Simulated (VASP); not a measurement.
Crystal: Tl4Br.

```
Tl Br
1.0
    -3.45379    3.45379    3.45379
     3.45379   -3.45379    3.45379
     3.45379    3.45379   -3.45379
Tl Br
4 1
Direct
  0.00000 0.00000 0.50000
  0.50000 0.00000 0.00000
  0.00000 0.50000 0.00000
  0.50000 0.50000 0.50000
  0.00000 0.00000 0.00000
```

```yaml
Program: VASP 6.6.1
Task: relaxation of cell and atoms
Functional: PBE
Potentials_or_basis: VASP PAW PBE potentials, release 64 (Tl_d, Br)
Cutoff: 600 eV
k_mesh: 4 × 4 × 4
Occupations: gaussian, width 0.1 eV
Spin: no spin polarisation
```

At the start: pressure 5.3 GPa; volume 32.96 Å³/atom.

**Question.** Where does the relaxation end?

**Answer.** Over 4 steps the energy falls by 98.5 meV/atom and the volume is 40.20 Å³/atom (+22.0 %); space group Im-3m (No. 229, to 0.05 Å).

Step by step:
```tsv
step	energy change (eV)	largest force (eV/Å)	pressure (GPa)	volume (Å³)
1	0.0000	0.0000	5.35	164.80
2	-0.4731	0.0000	0.78	192.44
3	-0.4913	0.0000	-0.18	203.11
4	-0.4926	0.0000	-0.01	200.98
```

Final structure:
```cif
data_structure
_symmetry_space_group_name_H-M 'P 1'
_symmetry_Int_Tables_number 1
_cell_length_a 6.3913
_cell_length_b 6.3913
_cell_length_c 6.3913
_cell_angle_alpha 109.471
_cell_angle_beta 109.471
_cell_angle_gamma 109.471
_cell_volume 200.98
loop_
_atom_site_label
_atom_site_type_symbol
_atom_site_fract_x
_atom_site_fract_y
_atom_site_fract_z
_atom_site_occupancy
Tl1 Tl 0.00000 0.00000 0.50000 1
Tl2 Tl 0.50000 0.00000 0.00000 1
Tl3 Tl 0.00000 0.50000 0.00000 1
Tl4 Tl 0.50000 0.50000 0.50000 1
Br1 Br 0.00000 0.00000 0.00000 1
```

Caveat: the volume moved by over 15 % at a fixed basis, so the end points are rough; an odd number of electrons without spin polarisation forces a metal; a magnetic or distorted state may lie lower.
